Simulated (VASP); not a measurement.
# ZrB (Fm-3m) in VASP: a series of runs, part 2 of 2

VASP 6.6.1. The steps go on from the part before.

### 5 Single point, LDA

This run uses another cell than the first one, of 13.07 Å³/atom, 1.040 times its volume.

Contents of INCAR:

```
ALGO = Normal
EDIFF = 1E-7
ENCUT = 520
GGA = CA
ISIF = 2
ISMEAR = -1
LASPH = True
LCHARG = False
LREAL = False
LWAVE = False
NBANDS = 14
NELM = 60
PREC = Accurate
SIGMA = 0.05
```

Contents of KPOINTS:

```
k-points
0
Gamma
  10 10 10
```

Contents of POSCAR:

```
ZrB
1.0
    0.0000000000      2.3555956139      2.3555956139
    2.3555956139      0.0000000000      2.3555956139
    2.3555956139      2.3555956139      0.0000000000
Zr B
1 1
Direct
    0.0000000000      0.0000000000      0.0000000000
    0.5000000000      0.5000000000      0.5000000000
```

Potentials or basis: VASP PAW LDA potentials, release 64 (Zr_sv, B).

On the command line:

```console
> cat potpaw_LDA.64/Zr_sv/POTCAR potpaw_LDA.64/B/POTCAR > POTCAR
> mpirun -np 1 vasp_std > vasp.out
```

OUTCAR:

```text
EDIFF = 1E-7
   ENCUT = 520
   GGA = CA
   ISIF = 2
   ISMEAR = -1
   LASPH = True
   LREAL = False
   NELM = 60
   PREC = Accurate

 ion  position               nearest neighbor table
   1  0.000  0.000  0.000-   2 2.36   2 2.36   2 2.36   2 2.36   2 2.36   2 2.36
   2  0.500  0.500  0.500-   1 2.36   1 2.36   1 2.36   1 2.36   1 2.36   1 2.36

  LATTYP: Found a face centered cubic cell.
 ALAT       =     4.7111912278

  Lattice vectors:

 A1 = (   0.0000000000,   2.3555956139,   2.3555956139)
 A2 = (   2.3555956139,   0.0000000000,   2.3555956139)
 A3 = (   2.3555956139,   2.3555956139,   0.0000000000)

Analysis of symmetry for initial positions (statically):
=====================================================================
 Subroutine PRICEL returns:
 Original cell was already a primitive cell.

 Routine SETGRP: Setting up the symmetry group for a
 face centered cubic supercell.

 Subroutine GETGRP returns: Found 48 space group operations
 (whereof 48 operations were pure point group operations)
 out of a pool of 48 trial point group operations.

The static configuration has the point symmetry O_h .

Analysis of symmetry for dynamics (positions and initial velocities):
=====================================================================
 Subroutine PRICEL returns:
 Original cell was already a primitive cell.

 Routine SETGRP: Setting up the symmetry group for a
 face centered cubic supercell.

 Subroutine GETGRP returns: Found 48 space group operations
 (whereof 48 operations were pure point group operations)
 out of a pool of 48 trial point group operations.

The dynamic configuration has the point symmetry O_h .

 Subroutine INISYM returns: Found 48 space group operations
 (whereof 48 operations are pure point group operations),
 and found     1 'primitive' translations

----------------------------------------------------------------------------------------

                                     Primitive cell

  volume of cell :      26.1416

  direct lattice vectors                    reciprocal lattice vectors
     0.000000000  2.355595614  2.355595614    -0.212260541  0.212260541  0.212260541
     2.355595614  0.000000000  2.355595614     0.212260541 -0.212260541  0.212260541
     2.355595614  2.355595614  0.000000000     0.212260541  0.212260541 -0.212260541

  length of vectors
     3.331315265  3.331315265  3.331315265     0.367646042  0.367646042  0.367646042

  position of ions in fractional coordinates (direct lattice)
     0.000000000  0.000000000  0.000000000
     0.500000000  0.500000000  0.500000000

  ion indices of the primitive-cell ions
   primitive index   ion index
                 1           1
                 2           2

----------------------------------------------------------------------------------------

 KPOINTS: k-points

Automatic generation of k-mesh.
 Grid dimensions read from file:
 generate k-points for:   10   10   10

 Generating k-lattice:

  Cartesian coordinates                     Fractional coordinates (reciprocal lattice)
    -0.021226054  0.021226054  0.021226054     0.100000000  0.000000000  0.000000000
     0.021226054 -0.021226054  0.021226054     0.000000000  0.100000000  0.000000000
     0.021226054  0.021226054 -0.021226054     0.000000000  0.000000000  0.100000000

  Length of vectors
     0.036764604  0.036764604  0.036764604

  Shift w.r.t. Gamma in fractional coordinates (k-lattice)
     0.000000000  0.000000000  0.000000000

 Subroutine IBZKPT returns following result:
 ===========================================

 Found     47 irreducible k-points:

 Following reciprocal coordinates:
            Coordinates               Weight
  0.000000  0.000000  0.000000      1.000000
  0.100000  0.000000  0.000000      8.000000
  0.200000  0.000000  0.000000      8.000000
  0.300000  0.000000  0.000000      8.000000
  0.400000  0.000000  0.000000      8.000000
  0.500000  0.000000  0.000000      4.000000
[... 16 lines left out ...]
  0.300000  0.300000  0.000000      6.000000
  0.400000  0.300000  0.000000     24.000000
 [... further k-points ...]
   k-points           NKPTS =     47   k-points in BZ     NKDIM =     47   number of bands    NBANDS=     14
   number of dos      NEDOS =    301   number of ions     NIONS =      2
   total plane-waves  NPLWV =  21952
   dimension x,y,z NGX =    28 NGY =   28 NGZ =   28
   dimension x,y,z NGXF=    56 NGYF=   56 NGZF=   56
   ions per type =               1   1
   NGX,Y,Z   is equivalent  to a cutoff of  13.97, 13.97, 13.97 a.u.
   NGXF,Y,Z  is equivalent  to a cutoff of  27.95, 27.95, 27.95 a.u.
 SYSTEM =  unknown system
   PREC   = accura    normal or accurate (medium, high low for compatibility)
   ISTART =      0    job   : 0-new  1-cont  2-samecut
   ICHARG =      2    charge: 1-file 2-atom 10-const
   ISPIN  =      1    spin polarized calculation?
   LNONCOLLINEAR =      F non collinear calculations
   LSORBIT =      F    spin-orbit coupling
   LASPH  =      T    aspherical Exc in radial PAW
   ENCUT  =  520.0 eV  38.22 Ry    6.18 a.u.   6.19  6.19  6.19*2*pi/ulx,y,z
   NELM   =     60;   NELMIN=  2; NELMDL= -5     # of ELM steps
   EDIFF  = 0.1E-06   stopping-criterion for ELM
   LREAL  =      F    real-space projection
   EDIFFG = 0.1E-05   stopping-criterion for IOM
   NSW    =      0    number of steps for IOM
   IBRION =     -1    ionic relax: 0-MD 1-quasi-New 2-CG
   NFREE  =      0    steps in history (QN), initial steepest desc. (CG)
   ISIF   =      2    stress and relaxation
   ISYM   =      2    0-nonsym 1-usesym 2-fastsym
   POTIM  = 0.5000    time-step for ionic-motion
   TEBEG  =    0.0;   TEEND  =   0.0 temperature during run
   PSTRESS=    0.0 pullay stress
   NELECT =      15.0000    total number of electrons
   NUPDOWN=      -1.0000    fix difference up-down
   EMIN   =  10.00;   EMAX   =-10.00  energy-range for DOS
   EFERMI =   0.00;   METHOD = LEGACY
   ISMEAR =    -1;   SIGMA  =   0.05  broadening in eV -4-tet -1-fermi 0-gaus
   EFERMI_NEDOS =   21; number of points for ismear=-14 and -15
   IALGO  =     38    algorithm
   IMIX   =      4    mixing-type and parameters
     AMIX     =   0.40;   BMIX     =  1.00
     AMIX_MAG =   1.60;   BMIX_MAG =  1.00
  volume/ion in A,a.u.               =      13.07        88.21
  Fermi-wavevector in a.u.,A,eV,Ry     =   1.360383  2.570751 25.179510  1.850642
  Thomas-Fermi vector in A             =   2.487050
   LORBIT       =      0    0 simple, 1 ext, 2 COOP (PROOUT), +10 PAW based schemes
   GGA     = CA    functional components
   LHFCALC =     F    Hartree Fock is set to
   AEXX    =    0.0000 exact exchange contribution
   IVDW    =     0    specifies the selected vdW correction
   LEPSILON=     F    determine dielectric tensor
   LRPA    =     F    only Hartree local field effects (RPA)
 non-spin polarized calculation
  energy-cutoff  :      520.00
  volume of cell :       26.14
 maximum number of plane-waves:       725
 NGX is ok and might be reduce to    28
   NGX = 13   NGY = 13   NGZ = 13

 number of electron      15.0000000 magnetization

 Free energy of the ion-electron system (eV)
  ---------------------------------------------------
  ext. energy  EPLUGINS =         0.00000000
  ---------------------------------------------------
  free energy    TOTEN  =       -17.42581952 eV

  energy without entropy =      -17.41654744  energy(sigma->0) =      -17.42118348

 E-fermi :   8.4943     XC(G=0): -12.2055

 val. band max:        8.4551266830   @ k =   0.3000   0.2000   0.1000
 cond. band min:       8.5074101262   @ k =   0.5000   0.3000   0.1000
 fundamental gap:      0.0522834432
 Fermi energy:         8.4943137083

 k-point     1 :       0.0000    0.0000    0.0000
  band No.  band energies     occupation
      1     -38.1629      2.00000
      2     -16.0789      2.00000
      3     -16.0789      2.00000
      4     -16.0789      2.00000
      5       0.3513      2.00000
      6      10.3425      0.00000
      7      10.3425      0.00000
      8      10.3425      0.00000
      9      12.0562      0.00000
     10      12.0562      0.00000
     11      12.2108      0.00000
     12      12.2108      0.00000
     13      12.2108      0.00000
     14      19.5821      0.00000
[... 375 lines left out ...]
 k-point    24 :       0.4000    0.3000    0.0000
  band No.  band energies     occupation
      1     -38.0518      2.00000
      2     -16.7034      2.00000
      3     -16.3307      2.00000
      4     -16.3040      2.00000
      5       2.5481      2.00000
      6       6.8523      2.00000
      7       7.7934      2.00000
      8       9.8053      0.00000
      9      10.5911      0.00000
     10      13.8829      0.00000
     11      15.3764      0.00000
     12      15.6304      0.00000
     13      19.7119      0.00000
     14      22.0577      0.00000

 [... further k-points ...]
[... 5 lines left out ...]
  --------------------------------------------------------------------------------------
  -------------------------------------------------------------------------------------
  Total        2.5556751      2.5556751      2.5556751     -0.0000000      0.0000000      0.0000000
  in kB      156.6332691    156.6332691    156.6332691     -0.0000000      0.0000000      0.0000000
  external PRESSURE =     156.6332691 kB  Pullay stress =       0.0000000 kB

 VOLUME and BASIS-vectors are now :
 -----------------------------------------------------------------------------
  energy-cutoff  :      520.00
  volume of cell :       26.14
      direct lattice vectors                 reciprocal lattice vectors
     0.000000000  2.355595614  2.355595614    -0.212260541  0.212260541  0.212260541
     2.355595614  0.000000000  2.355595614     0.212260541 -0.212260541  0.212260541
     2.355595614  2.355595614  0.000000000     0.212260541  0.212260541 -0.212260541

 POSITION                                       TOTAL-FORCE (eV/Angst)
 -----------------------------------------------------------------------------------
      0.00000      0.00000      0.00000         0.000000      0.000000      0.000000
      2.35560      2.35560      2.35560        -0.000000     -0.000000     -0.000000
 -----------------------------------------------------------------------------------
    total drift:                               -0.000000      0.000000      0.000000

  FREE ENERGIE OF THE ION-ELECTRON SYSTEM (eV)
  ---------------------------------------------------
  free  energy   TOTEN  =       -17.4258195183 eV

  energy  without entropy=      -17.4165474424  energy(sigma->0) =      -17.42118348
```

Run time: 39 s. Hardware: 1 thread of Intel Xeon 8259CL, shared host; peak memory 0.15 GiB.

What came out:

| Item | Value |
| --- | --- |
| Free energy | -17.4258 eV |
| Pressure | 15.7 GPa |

### 6 Single point, LDA

This run uses another cell than the first one, of 13.32 Å³/atom, 1.060 times its volume.

Contents of INCAR:

```
SYSTEM = ZrB
  PREC = Accurate
  ENCUT = 520
  EDIFF = 1E-6
  ISMEAR = -1
  SIGMA = 0.05
  LREAL = .False.
  LASPH = .True.
  NELM = 60
  ALGO = Normal
  ISIF = 2
  LWAVE = .False.
  LCHARG = .False.
  GGA = CA
  NBANDS = 14
```

Contents of KPOINTS:

```
regular mesh
0
Gamma
  10 10 10
  0 0 0
```

Contents of POSCAR:

```
ZrB
1.0
    0.0000000000      2.3705998121      2.3705998121
    2.3705998121      0.0000000000      2.3705998121
    2.3705998121      2.3705998121      0.0000000000
Zr B
1 1
Direct
    0.0000000000      0.0000000000      0.0000000000
    0.5000000000      0.5000000000      0.5000000000
```

Potentials or basis: VASP PAW LDA potentials, release 64 (Zr_sv, B).

On the command line:

```console
> cat potpaw_LDA.64/Zr_sv/POTCAR potpaw_LDA.64/B/POTCAR > POTCAR
> mpirun -np 1 vasp_std > vasp.out
```

Run time: 39 s. Hardware: 1 thread of Intel Xeon 8259CL, shared host; peak memory 0.15 GiB.

It converged, with:

- Free energy: -17.4684 eV
- Pressure: 11.3 GPa

Levels at points of the mesh, in eV from the Fermi level:
| k point | band 6 | band 7 | band 8 | band 9 | band 10 | band 11 |
| --- | --- | --- | --- | --- | --- | --- |
| (0.00, 0.00, 0.00) | 1.83 | 1.83 | 1.83 | 3.49 | 3.49 | 3.67 |
| (0.50, 0.00, 0.00) | -3.67 | -1.31 | -1.31 | 5.37 | 5.37 | 6.84 |
| (0.50, 0.50, 0.00) | -1.00 | -0.44 | 2.37 | 2.37 | 5.14 | 6.44 |

### 7 The runs side by side

```tsv
level	potentials or basis	cell	gap on the mesh (eV)	pressure (GPa)
LDA	VASP PAW LDA potentials, release 64 (Zr_sv, B)	a = 3.288 Å, angles 60.0°, 2 atoms	none	25.5
PBE	VASP PAW PBE potentials, release 64 (Zr_sv, B)	a = 3.288 Å, angles 60.0°, 2 atoms	none	34.8
PBE	VASP PAW PBE potentials, release 64 (Zr_sv, B)	a = 3.310 Å, angles 60.0°, 2 atoms	none	29.3
LDA	VASP PAW LDA potentials, release 64 (Zr_sv, B)	a = 3.331 Å, angles 60.0°, 2 atoms	none	15.7
LDA	VASP PAW LDA potentials, release 64 (Zr_sv, B)	a = 3.353 Å, angles 60.0°, 2 atoms	none	11.3
```

Alike in all rows: task single point; no spin polarisation; k mesh 10 × 10 × 10; cutoff (eV) 520; smearing fermi-dirac 0.05 eV.

Absolute energies hang on the potentials; compare differences alone.
